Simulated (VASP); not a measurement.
# Sn in VASP: single point with PBE

Aim: the single point of Sn with PBE.

Program: VASP 6.6.1. These are calculated values, not measurements. Logs are shortened: lines on timing, memory, paths and dates and some standing lists are left out, and cuts for length are marked.

## 1. The cell of the first run

The cell holds a slab with vacuum, 6 atoms: a = 4.706 Å, b = 6.656 Å, c = 20.706 Å, α = 90.00°, β = 90.00°, γ = 90.00°.

## 2. Single point, PBE

INCAR

```
SYSTEM = Sn
PREC = Accurate
ENCUT = 520
EDIFF = 1E-6
ISMEAR = -1
SIGMA = 0.02
LREAL = .FALSE.
LASPH = .TRUE.
NELM = 60
ALGO = Normal
ISIF = 2
LWAVE = .FALSE.
LCHARG = .FALSE.
GGA = PE
NBANDS = 51
```

KPOINTS

```
Automatic mesh
0
G
  7 5 1
  0 0 0
```

POSCAR

```
Sn
1.0
    4.7064645878      0.0000000000      0.0000000000
    0.0000000000      6.6559460509      0.0000000000
    0.0000000000      0.0000000000     20.7065000000
Sn
6
Direct
    0.7500000000      0.1198652725      0.3879948784
    0.2500000000      0.8801347275      0.3879948784
    0.2500000000      0.6248020285      0.4999999976
    0.7500000000      0.3751979715      0.4999999976
    0.7500000000      0.1198652749      0.6120051241
    0.2500000000      0.8801347251      0.6120051241
```

Potentials or basis: VASP PAW PBE potentials, release 64 (Sn_d).

The run is started by

```bash
$ cat potpaw_PBE.64/Sn_d/POTCAR > POTCAR
$ mpirun -np 1 vasp_std > vasp.out
```

OUTCAR:

```text
SYSTEM = Sn
   PREC = Accurate
   ENCUT = 520
   EDIFF = 1E-6
   ISMEAR = -1
   LREAL = .FALSE.
   LASPH = .TRUE.
   NELM = 60
   ISIF = 2
   GGA = PE

 ion  position               nearest neighbor table
   1  0.750  0.120  0.388-   2 2.84   2 2.84   4 2.88
   2  0.250  0.880  0.388-   1 2.84   1 2.84   3 2.88
   3  0.250  0.625  0.500-   2 2.88   6 2.88   4 2.88   4 2.88
   4  0.750  0.375  0.500-   1 2.88   5 2.88   3 2.88   3 2.88
   5  0.750  0.120  0.612-   6 2.84   6 2.84   4 2.88
   6  0.250  0.880  0.612-   5 2.84   5 2.84   3 2.88

  LATTYP: Found a simple orthorhombic cell.
 ALAT       =     4.7064645878
 B/A-ratio  =     1.4142135624
 C/A-ratio  =     4.3995869115

  Lattice vectors:

 A1 = (   4.7064645878,   0.0000000000,   0.0000000000)
 A2 = (   0.0000000000,   6.6559460509,   0.0000000000)
 A3 = (   0.0000000000,   0.0000000000,  20.7065000000)

Analysis of symmetry for initial positions (statically):
=====================================================================
 Subroutine PRICEL returns:
 Original cell was already a primitive cell.

 Routine SETGRP: Setting up the symmetry group for a
 simple orthorhombic supercell.

 Subroutine GETGRP returns: Found  8 space group operations
 (whereof  4 operations were pure point group operations)
 out of a pool of  8 trial point group operations.

The static configuration has the point symmetry C_2h.
 The point group associated with its full space group is D_2h.

Analysis of symmetry for dynamics (positions and initial velocities):
=====================================================================
 Subroutine PRICEL returns:
 Original cell was already a primitive cell.

 Routine SETGRP: Setting up the symmetry group for a
 simple orthorhombic supercell.

 Subroutine GETGRP returns: Found  8 space group operations
 (whereof  4 operations were pure point group operations)
 out of a pool of  8 trial point group operations.

The dynamic configuration has the point symmetry C_2h.
 The point group associated with its full space group is D_2h.

 Subroutine INISYM returns: Found  8 space group operations
 (whereof  4 operations are pure point group operations),
 and found     1 'primitive' translations

----------------------------------------------------------------------------------------

                                     Primitive cell

  volume of cell :     648.6513

  direct lattice vectors                    reciprocal lattice vectors
     4.706464588  0.000000000  0.000000000     0.212473712  0.000000000  0.000000000
     0.000000000  6.655946051  0.000000000     0.000000000  0.150241602  0.000000000
     0.000000000  0.000000000 20.706500000     0.000000000  0.000000000  0.048294014

  length of vectors
     4.706464588  6.655946051 20.706500000     0.212473712  0.150241602  0.048294014

  position of ions in fractional coordinates (direct lattice)
     0.750000000  0.119865273  0.387994878
     0.250000000  0.880134727  0.387994878
     0.250000000  0.624802028  0.499999998
     0.750000000  0.375197972  0.499999998
     0.750000000  0.119865275  0.612005124
     0.250000000  0.880134725  0.612005124

  ion indices of the primitive-cell ions
   primitive index   ion index
                 1           1
                 2           2
                 3           3
                 4           4
                 5           5
                 6           6

----------------------------------------------------------------------------------------

 KPOINTS: Automatic mesh

Automatic generation of k-mesh.
 Grid dimensions read from file:
 generate k-points for:    7    5    1

 Generating k-lattice:

  Cartesian coordinates                     Fractional coordinates (reciprocal lattice)
     0.030353387  0.000000000  0.000000000     0.142857143  0.000000000  0.000000000
     0.000000000  0.030048320  0.000000000     0.000000000  0.200000000  0.000000000
     0.000000000  0.000000000  0.048294014     0.000000000  0.000000000  1.000000000

  Length of vectors
     0.030353387  0.030048320  0.048294014

  Shift w.r.t. Gamma in fractional coordinates (k-lattice)
     0.000000000  0.000000000  0.000000000

 Subroutine IBZKPT returns following result:
 ===========================================

 Found     12 irreducible k-points:

 Following reciprocal coordinates:
            Coordinates               Weight
  0.000000  0.000000  0.000000      1.000000
  0.142857  0.000000  0.000000      2.000000
  0.285714  0.000000  0.000000      2.000000
  0.428571  0.000000  0.000000      2.000000
  0.000000  0.200000  0.000000      2.000000
  0.142857  0.200000  0.000000      4.000000
  0.285714  0.200000  0.000000      4.000000
  0.428571  0.200000  0.000000      4.000000
  0.000000  0.400000  0.000000      2.000000
  0.142857  0.400000  0.000000      4.000000
  0.285714  0.400000  0.000000      4.000000
  0.428571  0.400000  0.000000      4.000000
   k-points           NKPTS =     12   k-points in BZ     NKDIM =     12   number of bands    NBANDS=     51
   number of dos      NEDOS =    301   number of ions     NIONS =      6
   total plane-waves  NPLWV = 288000
   dimension x,y,z NGX =    36 NGY =   50 NGZ =  160
   dimension x,y,z NGXF=    72 NGYF=  100 NGZF=  320
   ions per type =               6
   NGX,Y,Z   is equivalent  to a cutoff of  12.72, 12.49, 12.85 a.u.
   NGXF,Y,Z  is equivalent  to a cutoff of  25.43, 24.98, 25.69 a.u.
 SYSTEM =  Sn
   PREC   = accura    normal or accurate (medium, high low for compatibility)
   ISTART =      0    job   : 0-new  1-cont  2-samecut
   ICHARG =      2    charge: 1-file 2-atom 10-const
   ISPIN  =      1    spin polarized calculation?
   LNONCOLLINEAR =      F non collinear calculations
   LSORBIT =      F    spin-orbit coupling
   LASPH  =      T    aspherical Exc in radial PAW
   ENCUT  =  520.0 eV  38.22 Ry    6.18 a.u.   8.75 12.38 38.50*2*pi/ulx,y,z
   NELM   =     60;   NELMIN=  2; NELMDL= -5     # of ELM steps
   EDIFF  = 0.1E-05   stopping-criterion for ELM
   LREAL  =      F    real-space projection
   EDIFFG = 0.1E-04   stopping-criterion for IOM
   NSW    =      0    number of steps for IOM
   IBRION =     -1    ionic relax: 0-MD 1-quasi-New 2-CG
   NFREE  =      0    steps in history (QN), initial steepest desc. (CG)
   ISIF   =      2    stress and relaxation
   ISYM   =      2    0-nonsym 1-usesym 2-fastsym
   POTIM  = 0.5000    time-step for ionic-motion
   TEBEG  =    0.0;   TEEND  =   0.0 temperature during run
   PSTRESS=    0.0 pullay stress
   NELECT =      84.0000    total number of electrons
   NUPDOWN=      -1.0000    fix difference up-down
   EMIN   =  10.00;   EMAX   =-10.00  energy-range for DOS
   EFERMI =   0.00;   METHOD = LEGACY
   ISMEAR =    -1;   SIGMA  =   0.02  broadening in eV -4-tet -1-fermi 0-gaus
   EFERMI_NEDOS =   21; number of points for ismear=-14 and -15
   IALGO  =     38    algorithm
   IMIX   =      4    mixing-type and parameters
     AMIX     =   0.40;   BMIX     =  1.00
     AMIX_MAG =   1.60;   BMIX_MAG =  1.00
  volume/ion in A,a.u.               =     108.11       729.55
  Fermi-wavevector in a.u.,A,eV,Ry     =   0.828255  1.565175  9.333687  0.686007
  Thomas-Fermi vector in A             =   1.940600
   LORBIT       =      0    0 simple, 1 ext, 2 COOP (PROOUT), +10 PAW based schemes
   GGA     = PE    functional components
   LHFCALC =     F    Hartree Fock is set to
   AEXX    =    0.0000 exact exchange contribution
   IVDW    =     0    specifies the selected vdW correction
   LEPSILON=     F    determine dielectric tensor
   LRPA    =     F    only Hartree local field effects (RPA)
 non-spin polarized calculation
  energy-cutoff  :      520.00
  volume of cell :      648.65
 maximum number of plane-waves:     17518
 NGX is ok and might be reduce to    36
   NGX = 17   NGY = 25   NGZ = 77

 number of electron      83.9999965 magnetization

 Free energy of the ion-electron system (eV)
  ---------------------------------------------------
  ext. energy  EPLUGINS =         0.00000000
  ---------------------------------------------------
  free energy    TOTEN  =       -20.47140464 eV

  energy without entropy =      -20.46369903  energy(sigma->0) =      -20.46755183

 E-fermi :  -1.1555     XC(G=0):  -3.6133

 val. band max:       -1.1779001599   @ k =   0.2857   0.2000   0.0000
 cond. band min:      -1.1422098854   @ k =   0.2857   0.4000   0.0000
 fundamental gap:      0.0356902745
 Fermi energy:        -1.1554951862

 k-point     1 :       0.0000    0.0000    0.0000
  band No.  band energies     occupation
      1     -22.7087      2.00000
      2     -22.6910      2.00000
      3     -22.6692      2.00000
      4     -22.6464      2.00000
      5     -22.6416      2.00000
      6     -22.6256      2.00000
[... 43 lines left out ...]
     50       2.3451      0.00000
     51       2.6104      0.00000

 k-point     2 :       0.1429    0.0000    0.0000
  band No.  band energies     occupation
      1     -22.7079      2.00000
      2     -22.6908      2.00000
      3     -22.6789      2.00000
      4     -22.6566      2.00000
      5     -22.6437      2.00000
      6     -22.6278      2.00000
[... 43 lines left out ...]
     50       1.8707      0.00000
     51       2.8788      0.00000

 k-point     3 :       0.2857    0.0000    0.0000
  band No.  band energies     occupation
      1     -22.7052      2.00000
      2     -22.6915      2.00000
      3     -22.6910      2.00000
      4     -22.6756      2.00000
      5     -22.6385      2.00000
      6     -22.6234      2.00000
[... 43 lines left out ...]
     50       2.8896      0.00000
     51       3.1035      0.00000

 k-point     4 :       0.4286    0.0000    0.0000
  band No.  band energies     occupation
      1     -22.6998      2.00000
      2     -22.6949      2.00000
      3     -22.6928      2.00000
      4     -22.6904      2.00000
      5     -22.6204      2.00000
      6     -22.6113      2.00000
[... 43 lines left out ...]
     50       3.0213      0.00000
     51       3.1529      0.00000

 k-point     5 :       0.0000    0.2000    0.0000
  band No.  band energies     occupation
      1     -22.7037      2.00000
      2     -22.6887      2.00000
      3     -22.6665      2.00000
      4     -22.6491      2.00000
      5     -22.6429      2.00000
      6     -22.6270      2.00000
[... 43 lines left out ...]
     50       2.5778      0.00000
     51       2.7359      0.00000

 k-point     6 :       0.1429    0.2000    0.0000
  band No.  band energies     occupation
      1     -22.7040      2.00000
      2     -22.6895      2.00000
      3     -22.6774      2.00000
      4     -22.6619      2.00000
      5     -22.6398      2.00000
      6     -22.6285      2.00000
[... 43 lines left out ...]
     50       2.0181      0.00000
     51       2.8701      0.00000

 k-point     7 :       0.2857    0.2000    0.0000
  band No.  band energies     occupation
      1     -22.7037      2.00000
      2     -22.6922      2.00000
      3     -22.6895      2.00000
      4     -22.6798      2.00000
      5     -22.6322      2.00000
      6     -22.6254      2.00000
[... 43 lines left out ...]
     50       2.6073      0.00000
     51       3.1882      0.00000

 k-point     8 :       0.4286    0.2000    0.0000
  band No.  band energies     occupation
      1     -22.7007      2.00000
      2     -22.6949      2.00000
      3     -22.6930      2.00000
      4     -22.6929      2.00000
      5     -22.6154      2.00000
      6     -22.6139      2.00000
[... 43 lines left out ...]
     50       2.9947      0.00000
     51       3.5055      0.00000

 k-point     9 :       0.0000    0.4000    0.0000
  band No.  band energies     occupation
      1     -22.6909      2.00000
      2     -22.6843      2.00000
      3     -22.6658      2.00000
      4     -22.6616      2.00000
      5     -22.6364      2.00000
      6     -22.6298      2.00000
[... 43 lines left out ...]
     50       2.6224      0.00000
     51       2.7604      0.00000

 k-point    10 :       0.1429    0.4000    0.0000
  band No.  band energies     occupation
      1     -22.6934      2.00000
      2     -22.6866      2.00000
      3     -22.6755      2.00000
      4     -22.6754      2.00000
      5     -22.6312      2.00000
      6     -22.6312      2.00000
[... 43 lines left out ...]
     50       2.4955      0.00000
     51       2.9338      0.00000

 k-point    11 :       0.2857    0.4000    0.0000
  band No.  band energies     occupation
      1     -22.6985      2.00000
      2     -22.6910      2.00000
      3     -22.6894      2.00000
      4     -22.6892      2.00000
      5     -22.6303      2.00000
      6     -22.6198      2.00000
[... 43 lines left out ...]
     50       3.0779      0.00000
     51       3.0795      0.00000

 k-point    12 :       0.4286    0.4000    0.0000
  band No.  band energies     occupation
      1     -22.7009      2.00000
      2     -22.6979      2.00000
      3     -22.6947      2.00000
      4     -22.6933      2.00000
      5     -22.6212      2.00000
      6     -22.6079      2.00000
[... 43 lines left out ...]
     50       3.1032      0.00000
     51       3.1673      0.00000

------------------------ aborting loop because EDIFF is reached ----------------------------------------

  FORCE on cell =-STRESS in cart. coord.  units (eV):
  Direction    XX          YY          ZZ          XY          YZ          ZX
  --------------------------------------------------------------------------------------
  -------------------------------------------------------------------------------------
  Total        0.4855325      0.3274648     -0.0791930      0.0000000      0.0000000      0.0000000
  in kB        1.1992719      0.8088425     -0.1956078      0.0000000      0.0000000      0.0000000
  external PRESSURE =       0.6041689 kB  Pullay stress =       0.0000000 kB

 VOLUME and BASIS-vectors are now :
 -----------------------------------------------------------------------------
  energy-cutoff  :      520.00
  volume of cell :      648.65
      direct lattice vectors                 reciprocal lattice vectors
     4.706464588  0.000000000  0.000000000     0.212473712  0.000000000  0.000000000
     0.000000000  6.655946051  0.000000000     0.000000000  0.150241602  0.000000000
     0.000000000  0.000000000 20.706500000     0.000000000  0.000000000  0.048294014

 POSITION                                       TOTAL-FORCE (eV/Angst)
 -----------------------------------------------------------------------------------
      3.52985      0.79782      8.03402         0.000000      0.002547      0.001659
      1.17662      5.85813      8.03402         0.000000     -0.002547      0.001659
      1.17662      4.15865     10.35325         0.000000      0.002899      0.000000
      3.52985      2.49730     10.35325         0.000000     -0.002899      0.000000
      3.52985      0.79782     12.67248         0.000000      0.002547     -0.001659
      1.17662      5.85813     12.67248         0.000000     -0.002547     -0.001659
 -----------------------------------------------------------------------------------
    total drift:                               -0.000001      0.000001      0.000069

  FREE ENERGIE OF THE ION-ELECTRON SYSTEM (eV)
  ---------------------------------------------------
  free  energy   TOTEN  =       -20.4714046369 eV

  energy  without entropy=      -20.4636990254  energy(sigma->0) =      -20.46755183
```

It took 19 min on 1 thread of Intel Xeon 8259CL, shared host; peak memory 0.68 GiB.

Results:

```
Free energy            : -20.4714 eV
Largest force          : 0.003 eV/Å
Band gap on the k mesh : zero (bands 42 and 43 overlap by 0.15 eV)
```

Forces on the atoms (eV/Å):
```
Sn   0.000  0.003  0.002
Sn   0.000 -0.003  0.002
Sn   0.000  0.003  0.000
Sn   0.000 -0.003  0.000
Sn   0.000  0.003 -0.002
Sn   0.000 -0.003 -0.002
```

Caveat: spin-orbit coupling is left out, which moves the levels of the heavy elements.
